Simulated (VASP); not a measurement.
# In2TeBr4 (P6mm) in VASP: single point with PBE

Aim: the single point of In2TeBr4 with PBE.

Everything below comes from runs of VASP 6.6.1. Logs are shortened: lines on timing, memory, paths and dates and some standing lists are left out, and cuts for length are marked.

### Step 1. The cell of the first run

It takes space group P6mm (No. 183, hexagonal). Conventional cell: a = 7.197 Å, b = 7.197 Å, c = 6.943 Å, α = 90.00°, β = 90.00°, γ = 120.00°. In (site symmetry 3m) has 3 Br at 2.94 Å within 3.9 Å. Te (site symmetry 6mm) has 1 Br at 2.48 Å within 3.3 Å. Within 3.3 Å of Br (site symmetry 6mm) lie 1 Te at 2.48 Å. Br (site symmetry 2mm) has 2 In at 2.94 Å and 4 Br at 3.60 Å and 2 Te at 3.60 Å within 3.9 Å.

The cell was generated, and may not be a known phase.

### Step 2. Single point, PBE

INCAR reads:

```
PREC     = Accurate       # precision mode
ENCUT    = 500            # plane-wave cutoff, eV
EDIFF    = 1E-6           # SCF threshold, eV
ISMEAR   = 0              # smearing method
SIGMA    = 0.15           # smearing width, eV
LREAL    = F              # projectors in reciprocal space
LASPH    = T              # aspherical terms in the spheres
NELM     = 120            # most SCF steps
ALGO     = Normal         # electronic algorithm
ISIF     = 2              # what is computed and relaxed
LWAVE    = F              # write WAVECAR
LCHARG   = T              # write CHGCAR
GGA      = PE             # functional
LELF     = T              # ELF
LVHAR    = T            
NBANDS   = 39             # bands
GGA_COMPAT= F
```

KPOINTS reads:

```
Automatic mesh
0
Gamma
  2 2 2
```

POSCAR reads:

```
In2TeBr4
1.0
    7.1972592816      0.0000000033      0.0000000000
   -3.5986296436      6.2330093738      0.0000000000
    0.0000000000      0.0000000000      6.9430993206
In Te Br
2 1 4
Direct
    0.3333333333      0.6666666667      0.1458454201
    0.6666666667      0.3333333333      0.1458454201
    0.0000000000      0.0000000000      0.8211976296
    0.0000000000      0.0000000000      0.4643977735
    0.5000000000      0.0000000000      0.8472640789
    0.0000000000      0.5000000000      0.8472640789
    0.5000000000      0.5000000000      0.8472640789
```

Potentials or basis: VASP PAW PBE potentials, release 64 (In_d, Te, Br).

The run is started by

```sh
> cat potpaw_PBE.64/In_d/POTCAR potpaw_PBE.64/Te/POTCAR potpaw_PBE.64/Br/POTCAR > POTCAR
> mpirun -np 1 vasp_std > vasp.out
```

OUTCAR:

```text
PREC = Accurate
   ENCUT = 500
   EDIFF = 1E-6
   ISMEAR = 0
   LREAL = F
   LASPH = T
   NELM = 120
   ISIF = 2
   GGA = PE

 ion  position               nearest neighbor table
   1  0.333  0.667  0.146-   5 2.94   6 2.94   7 2.94
   2  0.667  0.333  0.146-   5 2.94   6 2.94   7 2.94
   3  0.000  0.000  0.821-   4 2.48
   4  0.000  0.000  0.464-   3 2.48
   5  0.500  0.000  0.847-   1 2.94   2 2.94
   6  0.000  0.500  0.847-   1 2.94   2 2.94
   7  0.500  0.500  0.847-   1 2.94   2 2.94

  LATTYP: Found a hexagonal cell.
 ALAT       =     7.1972592816
 C/A-ratio  =     0.9646865632

  Lattice vectors:

 A1 = (   7.1972592816,   0.0000000033,   0.0000000000)
 A2 = (  -3.5986296436,   6.2330093738,   0.0000000000)
 A3 = (   0.0000000000,   0.0000000000,   6.9430993206)

Analysis of symmetry for initial positions (statically):
=====================================================================
 Subroutine PRICEL returns:
 Original cell was already a primitive cell.

 Routine SETGRP: Setting up the symmetry group for a
 hexagonal supercell.

 Subroutine GETGRP returns: Found 12 space group operations
 (whereof 12 operations were pure point group operations)
 out of a pool of 24 trial point group operations.

The static configuration has the point symmetry C_6v.

Analysis of symmetry for dynamics (positions and initial velocities):
=====================================================================
 Subroutine PRICEL returns:
 Original cell was already a primitive cell.

 Routine SETGRP: Setting up the symmetry group for a
 hexagonal supercell.

 Subroutine GETGRP returns: Found 12 space group operations
 (whereof 12 operations were pure point group operations)
 out of a pool of 24 trial point group operations.

The dynamic configuration has the point symmetry C_6v.

 Subroutine INISYM returns: Found 12 space group operations
 (whereof 12 operations are pure point group operations),
 and found     1 'primitive' translations

----------------------------------------------------------------------------------------

                                     Primitive cell

  volume of cell :     311.4715

  direct lattice vectors                    reciprocal lattice vectors
     7.197259282  0.000000003  0.000000000     0.138941778  0.080218073  0.000000000
    -3.598629644  6.233009374  0.000000000    -0.000000000  0.160436146  0.000000000
     0.000000000  0.000000000  6.943099321     0.000000000  0.000000000  0.144027898

  length of vectors
     7.197259282  7.197259282  6.943099321     0.160436146  0.160436146  0.144027898

  position of ions in fractional coordinates (direct lattice)
     0.333333333  0.666666667  0.145845420
     0.666666667  0.333333333  0.145845420
     0.000000000  0.000000000  0.821197630
     0.000000000  0.000000000  0.464397773
     0.500000000  0.000000000  0.847264079
     0.000000000  0.500000000  0.847264079
     0.500000000  0.500000000  0.847264079

  ion indices of the primitive-cell ions
   primitive index   ion index
                 1           1
                 2           2
                 3           3
                 4           4
                 5           5
                 6           6
                 7           7

----------------------------------------------------------------------------------------

 KPOINTS: Automatic mesh

Automatic generation of k-mesh.
 Grid dimensions read from file:
 generate k-points for:    2    2    2

 Generating k-lattice:

  Cartesian coordinates                     Fractional coordinates (reciprocal lattice)
     0.069470889  0.040109036  0.000000000     0.500000000  0.000000000  0.000000000
    -0.000000000  0.080218073  0.000000000     0.000000000  0.500000000  0.000000000
     0.000000000  0.000000000  0.072013949     0.000000000  0.000000000  0.500000000

  Length of vectors
     0.080218073  0.080218073  0.072013949

  Shift w.r.t. Gamma in fractional coordinates (k-lattice)
     0.000000000  0.000000000  0.000000000

 Subroutine IBZKPT returns following result:
 ===========================================

 Found      4 irreducible k-points:

 Following reciprocal coordinates:
            Coordinates               Weight
  0.000000  0.000000  0.000000      1.000000
  0.500000 -0.000000  0.000000      3.000000
  0.000000  0.000000  0.500000      1.000000
  0.500000 -0.000000  0.500000      3.000000
   k-points           NKPTS =      4   k-points in BZ     NKDIM =      4   number of bands    NBANDS=     39
   number of dos      NEDOS =    301   number of ions     NIONS =      7
   total plane-waves  NPLWV = 157464
   dimension x,y,z NGX =    54 NGY =   54 NGZ =   54
   dimension x,y,z NGXF=   108 NGYF=  108 NGZF=  108
   ions per type =               2   1   4
   NGX,Y,Z   is equivalent  to a cutoff of  12.47, 12.47, 12.93 a.u.
   NGXF,Y,Z  is equivalent  to a cutoff of  24.95, 24.95, 25.86 a.u.
 SYSTEM =  unknown system
   PREC   = accura    normal or accurate (medium, high low for compatibility)
   ISTART =      0    job   : 0-new  1-cont  2-samecut
   ICHARG =      2    charge: 1-file 2-atom 10-const
   ISPIN  =      1    spin polarized calculation?
   LNONCOLLINEAR =      F non collinear calculations
   LSORBIT =      F    spin-orbit coupling
   LASPH  =      T    aspherical Exc in radial PAW
   ENCUT  =  500.0 eV  36.75 Ry    6.06 a.u.  13.12 13.12 12.66*2*pi/ulx,y,z
   NELM   =    120;   NELMIN=  2; NELMDL= -5     # of ELM steps
   EDIFF  = 0.1E-05   stopping-criterion for ELM
   LREAL  =      F    real-space projection
[... 7 lines left out ...]
   TEBEG  =    0.0;   TEEND  =   0.0 temperature during run
   PSTRESS=    0.0 pullay stress
   NELECT =      60.0000    total number of electrons
   NUPDOWN=      -1.0000    fix difference up-down
   EMIN   =  10.00;   EMAX   =-10.00  energy-range for DOS
   EFERMI =   0.00;   METHOD = LEGACY
   ISMEAR =     0;   SIGMA  =   0.15  broadening in eV -4-tet -1-fermi 0-gaus
   EFERMI_NEDOS =   21; number of points for ismear=-14 and -15
   IALGO  =     38    algorithm
   IMIX   =      4    mixing-type and parameters
     AMIX     =   0.40;   BMIX     =  1.00
     AMIX_MAG =   1.60;   BMIX_MAG =  1.00
  volume/ion in A,a.u.               =      44.50       300.27
  Fermi-wavevector in a.u.,A,eV,Ry     =   0.945480  1.786699 12.162697  0.893933
  Thomas-Fermi vector in A             =   2.073386
   LORBIT       =      0    0 simple, 1 ext, 2 COOP (PROOUT), +10 PAW based schemes
   GGA     = PE    functional components
   LHFCALC =     F    Hartree Fock is set to
   AEXX    =    0.0000 exact exchange contribution
   IVDW    =     0    specifies the selected vdW correction
   LEPSILON=     F    determine dielectric tensor
   LRPA    =     F    only Hartree local field effects (RPA)
 non-spin polarized calculation
 Gauss-broadening in eV      SIGMA  =   0.15
  energy-cutoff  :      500.00
  volume of cell :      311.47
 maximum number of plane-waves:      7922
 NGX is ok and might be reduce to    54
   NGX = 27   NGY = 27   NGZ = 25

 number of electron      59.9999991 magnetization

 Free energy of the ion-electron system (eV)
  ---------------------------------------------------
  ext. energy  EPLUGINS =         0.00000000
  ---------------------------------------------------
  free energy    TOTEN  =       -16.58538620 eV

  energy without entropy =      -16.52745812  energy(sigma->0) =      -16.55642216

 E-fermi :   0.6394     XC(G=0):  -7.0155

 val. band max:        0.0459060899   @ k =   0.5000  -0.0000   0.5000
 cond. band min:       0.6740726037   @ k =   0.5000  -0.0000   0.5000
 fundamental gap:      0.6281665138
 Fermi energy:         0.6393532831

 k-point     1 :       0.0000    0.0000    0.0000
  band No.  band energies     occupation
      1     -15.2329      2.00000
      2     -13.8742      2.00000
      3     -13.5457      2.00000
      4     -13.5457      2.00000
      5     -12.8571      2.00000
      6     -12.8571      2.00000
[... 31 lines left out ...]
     38       4.9333      0.00000
     39       6.5630      0.00000

 k-point     2 :       0.5000   -0.0000    0.0000
  band No.  band energies     occupation
      1     -15.2290      2.00000
      2     -13.7509      2.00000
      3     -13.6483      2.00000
      4     -13.5490      2.00000
      5     -12.8641      2.00000
      6     -12.8631      2.00000
[... 31 lines left out ...]
     38       5.5804      0.00000
     39       6.7414      0.00000

 k-point     3 :       0.0000    0.0000    0.5000
  band No.  band energies     occupation
      1     -15.2270      2.00000
      2     -13.8750      2.00000
      3     -13.5466      2.00000
      4     -13.5466      2.00000
      5     -12.8571      2.00000
      6     -12.8571      2.00000
[... 31 lines left out ...]
     38       5.7999      0.00000
     39       6.7807      0.00000

 k-point     4 :       0.5000   -0.0000    0.5000
  band No.  band energies     occupation
      1     -15.2239      2.00000
      2     -13.7502      2.00000
      3     -13.6484      2.00000
      4     -13.5499      2.00000
      5     -12.8644      2.00000
      6     -12.8632      2.00000
[... 31 lines left out ...]
     38       5.3637      0.00000
     39       6.8937      0.00000

------------------------ aborting loop because EDIFF is reached ----------------------------------------

  FORCE on cell =-STRESS in cart. coord.  units (eV):
  Direction    XX          YY          ZZ          XY          YZ          ZX
  --------------------------------------------------------------------------------------
  -------------------------------------------------------------------------------------
  Total        0.3542337      0.3542337     -0.3363314      0.0000000     -0.0000000     -0.0000000
  in kB        1.8221417      1.8221417     -1.7300544      0.0000000     -0.0000000     -0.0000000
  external PRESSURE =       0.6380763 kB  Pullay stress =       0.0000000 kB

 VOLUME and BASIS-vectors are now :
 -----------------------------------------------------------------------------
  energy-cutoff  :      500.00
  volume of cell :      311.47
      direct lattice vectors                 reciprocal lattice vectors
     7.197259282  0.000000003  0.000000000     0.138941778  0.080218073  0.000000000
    -3.598629644  6.233009374  0.000000000    -0.000000000  0.160436146  0.000000000
     0.000000000  0.000000000  6.943099321     0.000000000  0.000000000  0.144027898

 POSITION                                       TOTAL-FORCE (eV/Angst)
 -----------------------------------------------------------------------------------
     -0.00000      4.15534      1.01262        -0.000000     -0.000000     -0.019228
      3.59863      2.07767      1.01262         0.000000      0.000000     -0.019228
      0.00000      0.00000      5.70166        -0.000000     -0.000000     -0.046145
      0.00000      0.00000      3.22436        -0.000000      0.000000      0.028692
      3.59863      0.00000      5.88264         0.000000     -0.000000      0.018636
     -1.79931      3.11650      5.88264        -0.000000      0.000000      0.018636
      1.79931      3.11650      5.88264         0.000000      0.000000      0.018636
 -----------------------------------------------------------------------------------
    total drift:                               -0.000000     -0.000000     -0.002100

  FREE ENERGIE OF THE ION-ELECTRON SYSTEM (eV)
  ---------------------------------------------------
  free  energy   TOTEN  =       -16.5853862029 eV

  energy  without entropy=      -16.5274581160  energy(sigma->0) =      -16.55642216
```

Wall time 2.7 min (1 thread of Intel Xeon 8259CL, shared host); peak memory 0.42 GiB.

Results:

- Free energy: -16.5854 eV
- Pressure: 0.1 GPa
- Largest force: 0.046 eV/Å
- Band gap on the k mesh: zero (bands 30 and 31 overlap by 0.30 eV)

Forces on the atoms (eV/Å):
```
In   0.000  0.000 -0.019
In   0.000  0.000 -0.019
Te   0.000  0.000 -0.046
Br   0.000  0.000  0.029
Br   0.000  0.000  0.019
Br   0.000  0.000  0.019
Br   0.000  0.000  0.019
```

Levels at points of the mesh, in eV from the Fermi level:
```csv
k point,band 25,band 26,band 27,band 28,band 29,band 30,band 31,band 32,band 33,band 34
"(0.00, 0.00, 0.00)",-1.28,-1.22,-1.08,-1.08,-1.02,0.33,0.33,1.63,2.78,2.78
"(0.50, 0.00, 0.00)",-2.22,-2.16,-1.10,-0.99,-0.80,-0.79,0.06,1.56,2.65,2.67
"(0.00, 0.00, 0.50)",-1.22,-1.16,-1.06,-1.06,-0.79,0.31,0.31,0.57,3.07,3.17
"(0.50, 0.00, 0.50)",-2.23,-2.15,-1.18,-0.99,-0.68,-0.59,0.03,0.39,2.96,3.12
```

Caveat: the k points lie up to 0.50 Å⁻¹ apart; semilocal functionals underestimate gaps, and a narrow one can read as zero; spin-orbit coupling is left out, which moves the levels of the heavy elements.

The gap in the log of VASP goes by the Fermi energy; the results here count the filled bands.